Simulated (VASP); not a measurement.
A run of VASP 6.6.1:

File INCAR:

```
SYSTEM = SiC
ALGO = Normal ; EDIFF = 1E-7
ENCUT = 520 ; GGA = PE
ISIF = 2 ; ISMEAR = 0
LASPH = .True. ; LCHARG = .False.
LREAL = .False. ; LWAVE = .False.
NBANDS = 16 ; NELM = 80
PREC = Accurate ; SIGMA = 0.02
```

Contents of KPOINTS:

```
k-points
0
Gamma
  12 12 6
  0 0 0
```

POSCAR

```
SiC
1.0
    3.0919365181      0.0000000000      0.0000000000
   -1.5459682590      2.6776955715      0.0000000000
    0.0000000000      0.0000000000      5.0742922873
Si C
2 2
Direct
    0.3333333333      0.6666666667      0.4995817071
    0.6666666667      0.3333333333      0.9995817071
    0.3333333333      0.6666666667      0.8754182929
    0.6666666667      0.3333333333      0.3754182929
```

Potentials or basis: VASP PAW PBE potentials, release 64 (Si, C).

Launch:

```console
$ cat potpaw_PBE.64/Si/POTCAR potpaw_PBE.64/C/POTCAR > POTCAR
$ mpirun -np 1 vasp_std > vasp.out
```

Hardware: 1 thread of Intel(R) Xeon(R) Platinum 8375C CPU @ 2.90GHz (Ice Lake), with other jobs on the host.

Problem. How long does it take, and how much memory?

Solution. Wall time 37 s on 1 thread of Intel(R) Xeon(R) Platinum 8375C CPU @ 2.90GHz (Ice Lake), with other jobs on the host, peak memory 0.18 GiB. Counts: scf iterations 14, k points 76.
